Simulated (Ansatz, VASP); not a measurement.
**Two plane-wave programs on ZrC**

```
Zr C
1.0
     0.00000    2.35430    2.35430
     2.35430    0.00000    2.35430
     2.35430    2.35430    0.00000
Zr C
1 1
Direct
  0.50000 0.50000 0.50000
  0.00000 0.00000 0.00000
```

Alike in both runs: task relaxation of cell and atoms; functional PBE; k mesh 16 × 16 × 16; occupations gaussian, width 0.1 eV; no spin polarisation.

```csv
,VASP,Ansatz
version,VASP 6.6.1,Ansatz 0.2.0
potentials or method,"VASP PAW PBE potentials, release 64 (Zr_sv, C), cutoff 600 eV","scalar-relativistic, plane waves, PAW"
valence electrons in the cell,16,16
```

|  | VASP | Ansatz | Ansatz less VASP |
| --- | --- | --- | --- |
| gap on the k mesh at the Fermi level, each at its own relaxed structure (eV) | none | none | - |
| relaxed volume (Å³/atom) | 13.06 | 13.05 | -0.010 |
| relaxed length of the cell vector where the two differ most in proportion (Å) | 3.330 | 3.329 | -0.0008 |

A gap of «none» marks a metal or a gap that the smearing closes.
